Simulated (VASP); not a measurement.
Input of a VASP 6.6.1 run:

Contents of INCAR:

```
SYSTEM = CaSe
ALGO = Normal
EDIFF = 1E-7
ENCUT = 520
GGA = PE
ISIF = 2
ISMEAR = -1
LASPH = .True.
LCHARG = .True.
LELF = .True.
LREAL = .False.
LVHAR = .True.
LWAVE = .False.
NBANDS = 15
NELM = 60
PREC = Accurate
SIGMA = 0.02
```

KPOINTS

```
k-points
0
Gamma
  8 8 8
  0 0 0
```

The input POSCAR:

```
CaSe
1.0
    0.0000000000      2.9675306064      2.9675306064
    3.0906831265      0.0000000000      2.9675306064
    3.0906831265      2.9675306064      0.0000000000
Ca Se
1 1
Direct
    0.0000000000      0.0000000000      0.0000000000
    0.5000000000      0.5000000000      0.5000000000
```

Potentials or basis: VASP PAW PBE potentials, release 64 (Ca_sv, Se).

Launch:

```bash
$ cat potpaw_PBE.64/Ca_sv/POTCAR potpaw_PBE.64/Se/POTCAR > POTCAR
$ mpirun -np 1 vasp_std > vasp.out
```

(1) What does it give for the band gap on the k mesh?

(2) Estimate the pressure.

Answers

(1) 2.13 eV, indirect (least direct gap 2.95 eV).

(2) -1.0 GPa.

Caveat: the cell differs from its parent crystal (uniaxial x strain +4.2%).
